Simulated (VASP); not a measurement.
# Ru (Fd-3m) in VASP: further runs

The runs below take Ru through single point, with BLYP.

Everything below comes from runs of VASP 6.6.1. Logs are shortened: lines on timing, memory, paths and dates and some standing lists are left out, and cuts for length are marked.

**1. The cell of the first run**

Symmetry: Fd-3m, No. 227, cubic system. Conventional cell: a = 5.307 Å, b = 5.307 Å, c = 5.307 Å, α = 90.00°, β = 90.00°, γ = 90.00°. Within 3.0 Å of Ru (site symmetry -43m) lie 4 Ru at 2.30 Å.

**2. Single point, BLYP (volume scaled by 0.88)**

INCAR

```
SYSTEM = Ru
PREC     = Accurate       ! precision mode
ENCUT    = 520            ! plane-wave cutoff, eV
EDIFF    = 1E-7           ! SCF threshold, eV
ISMEAR   = -1             ! smearing method
SIGMA    = 0.1            ! smearing width, eV
LREAL    = .False.        ! projectors in reciprocal space
LASPH    = .True.         ! aspherical terms in the spheres
NELM     = 60             ! most SCF steps
ALGO     = Normal         ! electronic algorithm
ISIF     = 2              ! what is computed and relaxed
LWAVE    = .False.        ! write WAVECAR
LCHARG   = .True.         ! write CHGCAR
GGA      = B5             ! functional
ALDAX    = 1.0          
AGGAX    = 1.0          
AGGAC    = 1.0          
ALDAC    = 0.0          
LELF     = .True.         ! ELF
LVHAR    = .True.       
NBANDS   = 21             ! bands
```

KPOINTS

```
Automatic mesh
0
Gamma
  11 11 11
  0 0 0
```

POSCAR

```
Ru
1.0
    0.0000000000      2.6535704657      2.6535704657
    2.6535704657      0.0000000000      2.6535704657
    2.6535704657      2.6535704657      0.0000000000
Ru
2
Direct
    0.1250000000      0.1250000000      0.1250000000
    0.8750000000      0.8750000000      0.8750000000
```

Potentials or basis: VASP PAW PBE potentials, release 64 (Ru_pv).

The run is started by

```console
> cat potpaw_PBE.64/Ru_pv/POTCAR > POTCAR
> mpirun -np 1 vasp_std > vasp.out
```

OUTCAR:

```text
SYSTEM = Ru
   PREC = Accurate
   ENCUT = 520
   EDIFF = 1E-7
   ISMEAR = -1
   LREAL = .False.
   LASPH = .True.
   NELM = 60
   ISIF = 2
   GGA = B5

 ion  position               nearest neighbor table
   1  0.125  0.125  0.125-   2 2.30   2 2.30   2 2.30   2 2.30
   2  0.875  0.875  0.875-   1 2.30   1 2.30   1 2.30   1 2.30

  LATTYP: Found a face centered cubic cell.
 ALAT       =     5.3071409314

  Lattice vectors:

 A1 = (   0.0000000000,   2.6535704657,   2.6535704657)
 A2 = (   2.6535704657,   0.0000000000,   2.6535704657)
 A3 = (   2.6535704657,   2.6535704657,   0.0000000000)

Analysis of symmetry for initial positions (statically):
=====================================================================
 Subroutine PRICEL returns:
 Original cell was already a primitive cell.

 Routine SETGRP: Setting up the symmetry group for a
 face centered cubic supercell.

 Subroutine GETGRP returns: Found 48 space group operations
 (whereof 12 operations were pure point group operations)
 out of a pool of 48 trial point group operations.

The static configuration has the point symmetry D_3d.
 The point group associated with its full space group is O_h .

Analysis of symmetry for dynamics (positions and initial velocities):
=====================================================================
 Subroutine PRICEL returns:
 Original cell was already a primitive cell.

 Routine SETGRP: Setting up the symmetry group for a
 face centered cubic supercell.

 Subroutine GETGRP returns: Found 48 space group operations
 (whereof 12 operations were pure point group operations)
 out of a pool of 48 trial point group operations.

The dynamic configuration has the point symmetry D_3d.
 The point group associated with its full space group is O_h .

 Subroutine INISYM returns: Found 48 space group operations
 (whereof 12 operations are pure point group operations),
 and found     1 'primitive' translations

----------------------------------------------------------------------------------------

                                     Primitive cell

  volume of cell :      37.3699

  direct lattice vectors                    reciprocal lattice vectors
     0.000000000  2.653570466  2.653570466    -0.188425371  0.188425371  0.188425371
     2.653570466  0.000000000  2.653570466     0.188425371 -0.188425371  0.188425371
     2.653570466  2.653570466  0.000000000     0.188425371  0.188425371 -0.188425371

  length of vectors
     3.752715341  3.752715341  3.752715341     0.326362316  0.326362316  0.326362316

  position of ions in fractional coordinates (direct lattice)
     0.125000000  0.125000000  0.125000000
     0.875000000  0.875000000  0.875000000

  ion indices of the primitive-cell ions
   primitive index   ion index
                 1           1
                 2           2

----------------------------------------------------------------------------------------

 KPOINTS: Automatic mesh

Automatic generation of k-mesh.
 Grid dimensions read from file:
 generate k-points for:   11   11   11

 Generating k-lattice:

  Cartesian coordinates                     Fractional coordinates (reciprocal lattice)
    -0.017129579  0.017129579  0.017129579     0.090909091  0.000000000  0.000000000
     0.017129579 -0.017129579  0.017129579     0.000000000  0.090909091  0.000000000
     0.017129579  0.017129579 -0.017129579     0.000000000  0.000000000  0.090909091

  Length of vectors
     0.029669301  0.029669301  0.029669301

  Shift w.r.t. Gamma in fractional coordinates (k-lattice)
     0.000000000  0.000000000  0.000000000

 Subroutine IBZKPT returns following result:
 ===========================================

 Found     56 irreducible k-points:

 Following reciprocal coordinates:
            Coordinates               Weight
  0.000000  0.000000  0.000000      1.000000
  0.090909  0.000000  0.000000      8.000000
  0.181818  0.000000  0.000000      8.000000
  0.272727  0.000000  0.000000      8.000000
  0.363636  0.000000  0.000000      8.000000
  0.454545  0.000000  0.000000      8.000000
[... 16 lines left out ...]
 -0.272727  0.181818  0.000000     24.000000
 -0.181818  0.181818  0.000000     12.000000
 [... further k-points ...]
   k-points           NKPTS =     56   k-points in BZ     NKDIM =     56   number of bands    NBANDS=     21
   number of dos      NEDOS =    301   number of ions     NIONS =      2
   total plane-waves  NPLWV =  21952
   dimension x,y,z NGX =    28 NGY =   28 NGZ =   28
   dimension x,y,z NGXF=    56 NGYF=   56 NGZF=   56
   ions per type =               2
   NGX,Y,Z   is equivalent  to a cutoff of  12.40, 12.40, 12.40 a.u.
   NGXF,Y,Z  is equivalent  to a cutoff of  24.81, 24.81, 24.81 a.u.
 SYSTEM =  Ru
   PREC   = accura    normal or accurate (medium, high low for compatibility)
   ISTART =      0    job   : 0-new  1-cont  2-samecut
   ICHARG =      2    charge: 1-file 2-atom 10-const
   ISPIN  =      1    spin polarized calculation?
   LNONCOLLINEAR =      F non collinear calculations
   LSORBIT =      F    spin-orbit coupling
   LASPH  =      T    aspherical Exc in radial PAW
   ENCUT  =  520.0 eV  38.22 Ry    6.18 a.u.   6.98  6.98  6.98*2*pi/ulx,y,z
   NELM   =     60;   NELMIN=  2; NELMDL= -5     # of ELM steps
   EDIFF  = 0.1E-06   stopping-criterion for ELM
   LREAL  =      F    real-space projection
   EDIFFG = 0.1E-05   stopping-criterion for IOM
   NSW    =      0    number of steps for IOM
   IBRION =     -1    ionic relax: 0-MD 1-quasi-New 2-CG
   NFREE  =      0    steps in history (QN), initial steepest desc. (CG)
   ISIF   =      2    stress and relaxation
   ISYM   =      2    0-nonsym 1-usesym 2-fastsym
   POTIM  = 0.5000    time-step for ionic-motion
   TEBEG  =    0.0;   TEEND  =   0.0 temperature during run
   PSTRESS=    0.0 pullay stress
   NELECT =      28.0000    total number of electrons
   NUPDOWN=      -1.0000    fix difference up-down
   EMIN   =  10.00;   EMAX   =-10.00  energy-range for DOS
   EFERMI =   0.00;   METHOD = LEGACY
   ISMEAR =    -1;   SIGMA  =   0.10  broadening in eV -4-tet -1-fermi 0-gaus
   EFERMI_NEDOS =   21; number of points for ismear=-14 and -15
   IALGO  =     38    algorithm
   IMIX   =      4    mixing-type and parameters
     AMIX     =   0.40;   BMIX     =  1.00
     AMIX_MAG =   1.60;   BMIX_MAG =  1.00
  volume/ion in A,a.u.               =      18.68       126.09
  Fermi-wavevector in a.u.,A,eV,Ry     =   1.486918  2.809867 30.081444  2.210924
  Thomas-Fermi vector in A             =   2.600144
   LORBIT       =      0    0 simple, 1 ext, 2 COOP (PROOUT), +10 PAW based schemes
   GGA     = B5    functional components
   LHFCALC =     F    Hartree Fock is set to
   AEXX    =    0.0000 exact exchange contribution
   IVDW    =     0    specifies the selected vdW correction
   LEPSILON=     F    determine dielectric tensor
   LRPA    =     F    only Hartree local field effects (RPA)
 non-spin polarized calculation
  energy-cutoff  :      520.00
  volume of cell :       37.37
 maximum number of plane-waves:      1026
   NGX = 13   NGY = 13   NGZ = 13

 number of electron      28.0000010 magnetization

 Free energy of the ion-electron system (eV)
  ---------------------------------------------------
  ext. energy  EPLUGINS =         0.00000000
  ---------------------------------------------------
  free energy    TOTEN  =       -14.04053835 eV

  energy without entropy =      -13.98364126  energy(sigma->0) =      -14.01208981

 E-fermi :   8.6486     XC(G=0): -11.1274

 val. band max:        8.6435512894   @ k =   0.4545   0.2727   0.0909
 cond. band min:       8.6623952682   @ k =  -0.4545   0.0909   0.0000
 fundamental gap:      0.0188439788
 Fermi energy:         8.6485955174

 k-point     1 :       0.0000    0.0000    0.0000
  band No.  band energies     occupation
      1     -34.6130      2.00000
      2     -34.6130      2.00000
      3     -34.6130      2.00000
      4     -33.5162      2.00000
      5     -33.5162      2.00000
      6     -33.5162      2.00000
[... 13 lines left out ...]
     20      21.8350      0.00000
     21      22.2036      0.00000

 k-point     2 :       0.0909    0.0000    0.0000
  band No.  band energies     occupation
      1     -34.6239      2.00000
      2     -34.6239      2.00000
      3     -34.6117      2.00000
      4     -33.5181      2.00000
      5     -33.5046      2.00000
      6     -33.5045      2.00000
[... 13 lines left out ...]
     20      20.5577      0.00000
     21      22.0622      0.00000

 k-point     3 :       0.1818    0.0000    0.0000
  band No.  band energies     occupation
      1     -34.6520      2.00000
      2     -34.6520      2.00000
      3     -34.6087      2.00000
      4     -33.5228      2.00000
      5     -33.4744      2.00000
      6     -33.4744      2.00000
[... 13 lines left out ...]
     20      19.1242      0.00000
     21      20.7088      0.00000

 k-point     4 :       0.2727    0.0000    0.0000
  band No.  band energies     occupation
      1     -34.6869      2.00000
      2     -34.6869      2.00000
      3     -34.6054      2.00000
      4     -33.5282      2.00000
      5     -33.4369      2.00000
      6     -33.4369      2.00000
[... 13 lines left out ...]
     20      19.1201      0.00000
     21      20.0497      0.00000

 k-point     5 :       0.3636    0.0000    0.0000
  band No.  band energies     occupation
      1     -34.7171      2.00000
      2     -34.7171      2.00000
      3     -34.6031      2.00000
      4     -33.5321      2.00000
      5     -33.4042      2.00000
      6     -33.4042      2.00000
[... 13 lines left out ...]
     20      19.1192      0.00000
     21      19.7407      0.00000
[... 382 lines left out ...]
     20      18.0283      0.00000
     21      19.1189      0.00000

 k-point    22 :      -0.3636    0.1818    0.0000
  band No.  band energies     occupation
      1     -34.8366      2.00000
      2     -34.7517      2.00000
      3     -34.4444      2.00000
      4     -33.6882      2.00000
      5     -33.3668      2.00000
      6     -33.2870      2.00000
[... 13 lines left out ...]
     20      18.8747      0.00000
     21      19.1191      0.00000

 k-point    23 :      -0.2727    0.1818    0.0000
  band No.  band energies     occupation
      1     -34.8115      2.00000
      2     -34.7199      2.00000
      3     -34.4834      2.00000
      4     -33.6489      2.00000
      5     -33.4011      2.00000
      6     -33.3122      2.00000
[... 13 lines left out ...]
     20      19.1197      0.00000
     21      19.1210      0.00000

 k-point    24 :      -0.1818    0.1818    0.0000
  band No.  band energies     occupation
      1     -34.7647      2.00000
      2     -34.6853      2.00000
      3     -34.5318      2.00000
      4     -33.6005      2.00000
      5     -33.4383      2.00000
      6     -33.3592      2.00000
[... 13 lines left out ...]
     20      19.1203      0.00000
     21      19.1211      0.00000

 [... further k-points ...]
[... 5 lines left out ...]
  --------------------------------------------------------------------------------------
  -------------------------------------------------------------------------------------
  Total        6.0133502      6.0133502      6.0133502      0.0000000     -0.0000000     -0.0000000
  in kB      257.8132359    257.8132359    257.8132359      0.0000000     -0.0000000     -0.0000000
  external PRESSURE =     257.8132359 kB  Pullay stress =       0.0000000 kB

 VOLUME and BASIS-vectors are now :
 -----------------------------------------------------------------------------
  energy-cutoff  :      520.00
  volume of cell :       37.37
      direct lattice vectors                 reciprocal lattice vectors
     0.000000000  2.653570466  2.653570466    -0.188425371  0.188425371  0.188425371
     2.653570466  0.000000000  2.653570466     0.188425371 -0.188425371  0.188425371
     2.653570466  2.653570466  0.000000000     0.188425371  0.188425371 -0.188425371

 POSITION                                       TOTAL-FORCE (eV/Angst)
 -----------------------------------------------------------------------------------
      0.66339      0.66339      0.66339         0.000000      0.000000      0.000000
      4.64375      4.64375      4.64375        -0.000000     -0.000000     -0.000000
 -----------------------------------------------------------------------------------
    total drift:                                0.000000     -0.000000     -0.000000

  FREE ENERGIE OF THE ION-ELECTRON SYSTEM (eV)
  ---------------------------------------------------
  free  energy   TOTEN  =       -14.0405383510 eV

  energy  without entropy=      -13.9836412601  energy(sigma->0) =      -14.01208981
```

Wall time 23 s (1 thread of Intel Xeon 6975P-C (Granite Rapids), shared host); peak memory 0.17 GiB.

What came out:

```
Free energy            : -14.0405 eV
Pressure               : 25.8 GPa
Band gap on the k mesh : zero (band 14 reaches 9.00 eV, above the bottom of band 15 at 8.07 eV)
```

Caveat: the PAW data sets were made with another functional, which shifts forces and pressure a little.

**3. Single point, BLYP (volume scaled by 0.92)**

INCAR

```
  PREC = Accurate
  ENCUT = 520
  EDIFF = 1E-6
  ISMEAR = -1
  SIGMA = 0.1
  LREAL = False
  LASPH = True
  NELM = 60
  ALGO = Normal
  ISIF = 2
  LWAVE = False
  LCHARG = False
  GGA = B5
  ALDAX = 1.0
  AGGAX = 1.0
  AGGAC = 1.0
  ALDAC = 0.0
  NBANDS = 21
```

KPOINTS

```
Automatic mesh
0
Gamma
  11 11 11
```

POSCAR

```
Ru
1.0
    0.0000000000      2.6931818349      2.6931818349
    2.6931818349      0.0000000000      2.6931818349
    2.6931818349      2.6931818349      0.0000000000
Ru
2
Direct
    0.1250000000      0.1250000000      0.1250000000
    0.8750000000      0.8750000000      0.8750000000
```

Potentials or basis: VASP PAW PBE potentials, release 64 (Ru_pv).

The run is started by

```console
> cat potpaw_PBE.64/Ru_pv/POTCAR > POTCAR
> mpirun -np 1 vasp_std > vasp.out
```

OUTCAR:

```text
PREC = Accurate
   ENCUT = 520
   EDIFF = 1E-6
   ISMEAR = -1
   LREAL = False
   LASPH = True
   NELM = 60
   ISIF = 2
   GGA = B5

 ion  position               nearest neighbor table
   1  0.125  0.125  0.125-   2 2.33   2 2.33   2 2.33   2 2.33
   2  0.875  0.875  0.875-   1 2.33   1 2.33   1 2.33   1 2.33

  LATTYP: Found a face centered cubic cell.
 ALAT       =     5.3863636698

  Lattice vectors:

 A1 = (   0.0000000000,   2.6931818349,   2.6931818349)
 A2 = (   2.6931818349,   0.0000000000,   2.6931818349)
 A3 = (   2.6931818349,   2.6931818349,   0.0000000000)

Analysis of symmetry for initial positions (statically):
=====================================================================
 Subroutine PRICEL returns:
 Original cell was already a primitive cell.

 Routine SETGRP: Setting up the symmetry group for a
 face centered cubic supercell.

 Subroutine GETGRP returns: Found 48 space group operations
 (whereof 12 operations were pure point group operations)
 out of a pool of 48 trial point group operations.

[... 158 lines left out ...]
  ---------------------------------------------------
  free energy    TOTEN  =       -14.25801220 eV

  energy without entropy =      -14.19815835  energy(sigma->0) =      -14.22808528

 E-fermi :   8.0459     XC(G=0): -10.8892

 val. band max:        8.0438553948   @ k =  -0.4545   0.0909   0.0000
 cond. band min:       8.0802332469   @ k =   0.3636   0.2727   0.0909
 fundamental gap:      0.0363778521
 Fermi energy:         8.0458983280

 k-point     1 :       0.0000    0.0000    0.0000
  band No.  band energies     occupation
      1     -35.0794      2.00000
      2     -35.0794      2.00000
      3     -35.0794      2.00000
      4     -34.1055      2.00000
      5     -34.1055      2.00000
      6     -34.1055      2.00000
[... 565 lines left out ...]
     20      18.5420      0.00000
     21      18.5427      0.00000

 [... further k-points ...]

------------------------ aborting loop because EDIFF is reached ----------------------------------------

  FORCE on cell =-STRESS in cart. coord.  units (eV):
  Direction    XX          YY          ZZ          XY          YZ          ZX
  --------------------------------------------------------------------------------------
  -------------------------------------------------------------------------------------
  Total        3.7505147      3.7505147      3.7505147      0.0000000     -0.0000000      0.0000000
  in kB      153.8064059    153.8064059    153.8064059      0.0000000     -0.0000000      0.0000000
  external PRESSURE =     153.8064059 kB  Pullay stress =       0.0000000 kB

 VOLUME and BASIS-vectors are now :
 -----------------------------------------------------------------------------
  energy-cutoff  :      520.00
  volume of cell :       39.07
      direct lattice vectors                 reciprocal lattice vectors
     0.000000000  2.693181835  2.693181835    -0.185654007  0.185654007  0.185654007
     2.693181835  0.000000000  2.693181835     0.185654007 -0.185654007  0.185654007
     2.693181835  2.693181835  0.000000000     0.185654007  0.185654007 -0.185654007

 POSITION                                       TOTAL-FORCE (eV/Angst)
 -----------------------------------------------------------------------------------
      0.67330      0.67330      0.67330         0.000000     -0.000000      0.000000
      4.71307      4.71307      4.71307        -0.000000      0.000000     -0.000000
 -----------------------------------------------------------------------------------
    total drift:                                0.000000     -0.000000     -0.000000

  FREE ENERGIE OF THE ION-ELECTRON SYSTEM (eV)
  ---------------------------------------------------
  free  energy   TOTEN  =       -14.2580121957 eV

  energy  without entropy=      -14.1981583549  energy(sigma->0) =      -14.22808528
```

It took 22 s on 1 thread of Intel Xeon 6975P-C (Granite Rapids), shared host; peak memory 0.17 GiB.

What came out:

```
Free energy            : -14.2580 eV
Pressure               : 15.4 GPa
Band gap on the k mesh : zero (band 14 reaches 8.38 eV, above the bottom of band 15 at 7.50 eV)
```

Caveat: the PAW data sets were made with another functional, which shifts forces and pressure a little.

(Continued in part 2 of 2.)
